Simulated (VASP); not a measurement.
# Sb (P2_1/m) in VASP: single point with PBE

Aim: the single point of Sb with PBE.

Program: VASP 6.6.1. These are calculated values, not measurements. Logs are shortened: lines on timing, memory, paths and dates and some standing lists are left out, and cuts for length are marked.

## Step 1: The cell of the first run

The structure is monoclinic, space group P2_1/m (No. 11). The conventional cell has a = 3.122 Å, b = 4.348 Å, c = 4.406 Å, α = 90.00°, β = 90.51°, γ = 90.00°. Within 4.0 Å of Sb (site symmetry m) lie 6 Sb at 3.04 to 3.15 Å.

## Step 2: Single point, PBE

INCAR reads:

```
PREC = Accurate
ENCUT = 520
EDIFF = 1E-6
ISMEAR = 0
SIGMA = 0.05
LREAL = F
LASPH = T
NELM = 80
ALGO = Normal
ISIF = 2
LWAVE = F
LCHARG = F
GGA = PE
NBANDS = 12
```

KPOINTS reads:

```
Automatic mesh
0
Gamma
  12 10 10
```

POSCAR reads:

```
Sb
1.0
    3.1224020000      0.0000000000      0.0000000000
    0.0000000000      4.3475180000      0.0000000000
   -0.0389150000      0.0000000000      4.4058520000
Sb
2
Direct
    0.9886110000      0.7500000000      0.7588340000
    0.0113890000      0.2500000000      0.2411660000
```

Potentials or basis: VASP PAW PBE potentials, release 64 (Sb).

The run is started by

```sh
cat potpaw_PBE.64/Sb/POTCAR > POTCAR
mpirun -np 1 vasp_std > vasp.out
```

OUTCAR:

```text
PREC = Accurate
   ENCUT = 520
   EDIFF = 1E-6
   ISMEAR = 0
   LREAL = F
   LASPH = T
   NELM = 80
   ISIF = 2
   GGA = PE

 ion  position               nearest neighbor table
   1  0.989  0.750  0.759-   2 3.04   2 3.04   2 3.15   2 3.15
   2  0.011  0.250  0.241-   1 3.04   1 3.04   1 3.15   1 3.15

  LATTYP: Found a simple monoclinic cell.
 ALAT       =     3.1224020000
 B/A-ratio  =     1.3923633152
 C/A-ratio  =     1.4111007668
 COS(beta)  =    -0.0088322263

  Lattice vectors:

 A1 = (   3.1224020000,   0.0000000000,   0.0000000000)
 A2 = (   0.0000000000,   4.3475180000,   0.0000000000)
 A3 = (  -0.0389150000,   0.0000000000,   4.4058520000)

Analysis of symmetry for initial positions (statically):
=====================================================================
 Subroutine PRICEL returns:
 Original cell was already a primitive cell.

 Routine SETGRP: Setting up the symmetry group for a
 simple monoclinic supercell.

 Subroutine GETGRP returns: Found  4 space group operations
 (whereof  2 operations were pure point group operations)
 out of a pool of  4 trial point group operations.

The static configuration has the point symmetry S_2 .
 The point group associated with its full space group is C_2h.

Analysis of symmetry for dynamics (positions and initial velocities):
=====================================================================
 Subroutine PRICEL returns:
 Original cell was already a primitive cell.

 Routine SETGRP: Setting up the symmetry group for a
 simple monoclinic supercell.

 Subroutine GETGRP returns: Found  4 space group operations
 (whereof  2 operations were pure point group operations)
 out of a pool of  4 trial point group operations.

The dynamic configuration has the point symmetry S_2 .
 The point group associated with its full space group is C_2h.

 Subroutine INISYM returns: Found  4 space group operations
 (whereof  2 operations are pure point group operations),
 and found     1 'primitive' translations

----------------------------------------------------------------------------------------

                                     Primitive cell

  volume of cell :      59.8081

  direct lattice vectors                    reciprocal lattice vectors
     3.122402000  0.000000000  0.000000000     0.320266257  0.000000000  0.002828774
     0.000000000  4.347518000  0.000000000     0.000000000  0.230016299  0.000000000
    -0.038915000  0.000000000  4.405852000     0.000000000  0.000000000  0.226970856

  length of vectors
     3.122402000  4.347518000  4.406023856     0.320278749  0.230016299  0.226970856

  position of ions in fractional coordinates (direct lattice)
     0.988611000  0.750000000  0.758834000
     0.011389000  0.250000000  0.241166000

  ion indices of the primitive-cell ions
   primitive index   ion index
                 1           1
                 2           2

----------------------------------------------------------------------------------------

 KPOINTS: Automatic mesh

Automatic generation of k-mesh.
 Grid dimensions read from file:
 generate k-points for:   12   10   10

 Generating k-lattice:

  Cartesian coordinates                     Fractional coordinates (reciprocal lattice)
     0.026688855  0.000000000  0.000235731     0.083333333  0.000000000  0.000000000
     0.000000000  0.023001630  0.000000000     0.000000000  0.100000000  0.000000000
     0.000000000  0.000000000  0.022697086     0.000000000  0.000000000  0.100000000

  Length of vectors
     0.026689896  0.023001630  0.022697086

  Shift w.r.t. Gamma in fractional coordinates (k-lattice)
     0.000000000  0.000000000  0.000000000

 Subroutine IBZKPT returns following result:
 ===========================================

 Found    372 irreducible k-points:

 Following reciprocal coordinates:
            Coordinates               Weight
  0.000000  0.000000  0.000000      1.000000
  0.083333  0.000000  0.000000      2.000000
  0.166667  0.000000  0.000000      2.000000
  0.250000  0.000000  0.000000      2.000000
  0.333333  0.000000  0.000000      2.000000
  0.416667  0.000000  0.000000      2.000000
[... 16 lines left out ...]
  0.083333  0.300000  0.000000      4.000000
  0.166667  0.300000  0.000000      4.000000
 [... further k-points ...]
   k-points           NKPTS =    372   k-points in BZ     NKDIM =    372   number of bands    NBANDS=     12
   number of dos      NEDOS =    301   number of ions     NIONS =      2
   total plane-waves  NPLWV =  27648
   dimension x,y,z NGX =    24 NGY =   32 NGZ =   36
   dimension x,y,z NGXF=    48 NGYF=   64 NGZF=   72
   ions per type =               2
   NGX,Y,Z   is equivalent  to a cutoff of  12.78, 12.24, 13.58 a.u.
   NGXF,Y,Z  is equivalent  to a cutoff of  25.56, 24.47, 27.17 a.u.
 SYSTEM =  unknown system
   PREC   = accura    normal or accurate (medium, high low for compatibility)
   ISTART =      0    job   : 0-new  1-cont  2-samecut
   ICHARG =      2    charge: 1-file 2-atom 10-const
   ISPIN  =      1    spin polarized calculation?
   LNONCOLLINEAR =      F non collinear calculations
   LSORBIT =      F    spin-orbit coupling
   LASPH  =      T    aspherical Exc in radial PAW
   ENCUT  =  520.0 eV  38.22 Ry    6.18 a.u.   5.81  8.08  8.19*2*pi/ulx,y,z
   NELM   =     80;   NELMIN=  2; NELMDL= -5     # of ELM steps
   EDIFF  = 0.1E-05   stopping-criterion for ELM
   LREAL  =      F    real-space projection
   EDIFFG = 0.1E-04   stopping-criterion for IOM
   NSW    =      0    number of steps for IOM
   IBRION =     -1    ionic relax: 0-MD 1-quasi-New 2-CG
   NFREE  =      0    steps in history (QN), initial steepest desc. (CG)
   ISIF   =      2    stress and relaxation
   ISYM   =      2    0-nonsym 1-usesym 2-fastsym
   POTIM  = 0.5000    time-step for ionic-motion
   TEBEG  =    0.0;   TEEND  =   0.0 temperature during run
   PSTRESS=    0.0 pullay stress
   NELECT =      10.0000    total number of electrons
   NUPDOWN=      -1.0000    fix difference up-down
   EMIN   =  10.00;   EMAX   =-10.00  energy-range for DOS
   EFERMI =   0.00;   METHOD = LEGACY
   ISMEAR =     0;   SIGMA  =   0.05  broadening in eV -4-tet -1-fermi 0-gaus
   EFERMI_NEDOS =   21; number of points for ismear=-14 and -15
   IALGO  =     38    algorithm
   IMIX   =      4    mixing-type and parameters
     AMIX     =   0.40;   BMIX     =  1.00
     AMIX_MAG =   1.60;   BMIX_MAG =  1.00
  volume/ion in A,a.u.               =      29.90       201.80
  Fermi-wavevector in a.u.,A,eV,Ry     =   0.901893  1.704330 11.067117  0.813410
  Thomas-Fermi vector in A             =   2.025029
   LORBIT       =      0    0 simple, 1 ext, 2 COOP (PROOUT), +10 PAW based schemes
   GGA     = PE    functional components
   LHFCALC =     F    Hartree Fock is set to
   AEXX    =    0.0000 exact exchange contribution
   IVDW    =     0    specifies the selected vdW correction
   LEPSILON=     F    determine dielectric tensor
   LRPA    =     F    only Hartree local field effects (RPA)
 non-spin polarized calculation
 Gauss-broadening in eV      SIGMA  =   0.05
  energy-cutoff  :      520.00
  volume of cell :       59.81
 maximum number of plane-waves:      1648
   NGX = 11   NGY = 17   NGZ = 17

 number of electron      10.0000000 magnetization

 number of electron       9.9999999 magnetization

 Free energy of the ion-electron system (eV)
  ---------------------------------------------------
  ext. energy  EPLUGINS =         0.00000000
  ---------------------------------------------------
  free energy    TOTEN  =        -8.17014679 eV

  energy without entropy =       -8.16837649  energy(sigma->0) =       -8.16926164

 E-fermi :   7.1414     XC(G=0):  -9.6127

 val. band max:        7.1401480111   @ k =   0.5000   0.0000   0.3000
 cond. band min:       7.1475352378   @ k =   0.1667   0.0000   0.4000
 fundamental gap:      0.0073872267
 Fermi energy:         7.1413502407

 k-point     1 :       0.0000    0.0000    0.0000
  band No.  band energies     occupation
      1      -5.2725      2.00000
      2      -0.2107      2.00000
      3       3.5352      2.00000
      4       3.6662      2.00000
      5       9.2404      0.00000
      6      10.1981      0.00000
      7      10.4278      0.00000
      8      10.5622      0.00000
      9      13.7959      0.00000
     10      14.0933      0.00000
     11      14.4078      0.00000
     12      15.3840      0.00000

 k-point     2 :       0.0833    0.0000    0.0000
  band No.  band energies     occupation
      1      -5.1741      2.00000
      2      -0.1082      2.00000
      3       3.6269      2.00000
      4       3.7578      2.00000
      5       9.0130      0.00000
      6       9.3343      0.00000
      7      10.5241      0.00000
      8      10.6577      0.00000
      9      13.3167      0.00000
     10      14.1716      0.00000
     11      14.7325      0.00000
     12      16.0030      0.00000

 k-point     3 :       0.1667    0.0000    0.0000
  band No.  band energies     occupation
      1      -4.8830      2.00000
      2       0.1981      2.00000
      3       3.8926      2.00000
      4       4.0234      2.00000
      5       7.0113      1.99977
      6       9.6136      0.00000
      7      10.8025      0.00000
      8      10.9336      0.00000
      9      11.4798      0.00000
     10      14.4045      0.00000
     11      15.2312      0.00000
     12      16.3242      0.00000
[... 286 lines left out ...]
 k-point    23 :       0.0833    0.3000    0.0000
  band No.  band energies     occupation
      1      -4.5130      2.00000
      2      -1.8355      2.00000
      3       4.4375      2.00000
      4       4.8747      2.00000
      5       7.8549      0.00000
      6       8.1066      0.00000
      7       9.6772      0.00000
      8      11.8779      0.00000
      9      12.2331      0.00000
     10      16.0333      0.00000
     11      17.8205      0.00000
     12      17.9413      0.00000

 k-point    24 :       0.1667    0.3000    0.0000
  band No.  band energies     occupation
      1      -4.2215      2.00000
      2      -1.5392      2.00000
      3       4.7043      2.00000
      4       5.1497      2.00000
      5       7.5956      0.00000
      6       8.1266      0.00000
      7       8.4856      0.00000
      8      10.1446      0.00000
      9      12.3197      0.00000
     10      16.6102      0.00000
     11      16.9663      0.00000
     12      18.0408      0.00000

 [... further k-points ...]

------------------------ aborting loop because EDIFF is reached ----------------------------------------

  FORCE on cell =-STRESS in cart. coord.  units (eV):
  Direction    XX          YY          ZZ          XY          YZ          ZX
  --------------------------------------------------------------------------------------
  -------------------------------------------------------------------------------------
  Total       -0.2106704      0.3595936      0.2859676      0.0000000      0.0000000      0.0194222
  in kB       -5.6435706      9.6330185      7.6606788      0.0000000      0.0000000      0.5202952
  external PRESSURE =       3.8833756 kB  Pullay stress =       0.0000000 kB

 VOLUME and BASIS-vectors are now :
 -----------------------------------------------------------------------------
  energy-cutoff  :      520.00
  volume of cell :       59.81
      direct lattice vectors                 reciprocal lattice vectors
     3.122402000  0.000000000  0.000000000     0.320266257  0.000000000  0.002828774
     0.000000000  4.347518000  0.000000000     0.000000000  0.230016299  0.000000000
    -0.038915000  0.000000000  4.405852000     0.000000000  0.000000000  0.226970856

 POSITION                                       TOTAL-FORCE (eV/Angst)
 -----------------------------------------------------------------------------------
      3.05731      3.26064      3.34331         0.030837     -0.000000     -0.099025
      0.02618      1.08688      1.06254        -0.030837      0.000000      0.099025
 -----------------------------------------------------------------------------------
    total drift:                               -0.000000      0.000000      0.000000

  FREE ENERGIE OF THE ION-ELECTRON SYSTEM (eV)
  ---------------------------------------------------
  free  energy   TOTEN  =        -8.1701467921 eV

  energy  without entropy=       -8.1683764949  energy(sigma->0) =       -8.16926164
```

It took 2.3 min on 1 thread of Intel Xeon 8259CL, shared host; peak memory 0.35 GiB.

Results:

| Property | Result |
| --- | --- |
| Free energy | -8.1701 eV |
| Pressure | 0.4 GPa |
| Largest force | 0.104 eV/Å |
| Band gap on the k mesh | zero (band 5 reaches 12.21 eV, above the bottom of band 6 at 3.63 eV) |

Forces on the atoms (eV/Å):
```
Sb   0.031  0.000 -0.099
Sb  -0.031  0.000  0.099
```

Caveat: spin-orbit coupling is left out, which moves the levels of the heavy elements.
